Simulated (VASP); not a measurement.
A run of VASP 6.6.1 is set up as follows.

Contents of INCAR:

```
SYSTEM = TiO2
PREC = Accurate
ENCUT = 600
EDIFF = 1E-6
ISMEAR = 0
SIGMA = 0.05
LREAL = .False.
LASPH = .True.
NELM = 100
ALGO = Normal
ISIF = 4
LWAVE = .False.
LCHARG = .False.
GGA = PE
IBRION = 2
NSW = 60
EDIFFG = -0.01
```

The input KPOINTS:

```
Automatic mesh
0
Gamma
  8 8 8
  0 0 0
```

POSCAR

```
TiO2
1.0
   -1.9192625076      1.9192625076      4.9404454532
    1.9192625076     -1.9192625076      4.9404454532
    1.9192625076      1.9192625076     -4.9404454532
Ti O
2 4
Direct
    0.0000000000      0.0000000000      0.0000000000
    0.7500000000      0.2500000000      0.5000000000
    0.2050884634      0.2050884634      0.0000000000
    0.9550884634      0.4550884634      0.5000000000
    0.5449115366      0.0449115366      0.5000000000
    0.7949115366      0.7949115366      0.0000000000
```

Potentials or basis: VASP PAW PBE potentials, release 64 (Ti_sv, O).

Run with:

```bash
$ cat potpaw_PBE.64/Ti_sv/POTCAR potpaw_PBE.64/O/POTCAR > POTCAR
$ mpirun -np 1 vasp_std > vasp.out
```

Q: What does it give for the band gap on the k mesh?

A: 2.13 eV (least direct gap 2.35 eV).

Step by step:
```csv
step,energy change (eV),largest force (eV/Å),pressure (GPa),volume (Å³)
1,0.0000,0.0791,-6.45,72.79
2,-0.0008,0.0256,-6.33,72.79
3,-0.0009,0.0039,-6.26,72.79
4,-0.0013,0.0027,-6.20,72.79
5,-0.0017,0.0027,-6.07,72.79
```

A k mesh can miss the band edges. A hybrid or GW would open this gap; PBE tends to underestimate it.
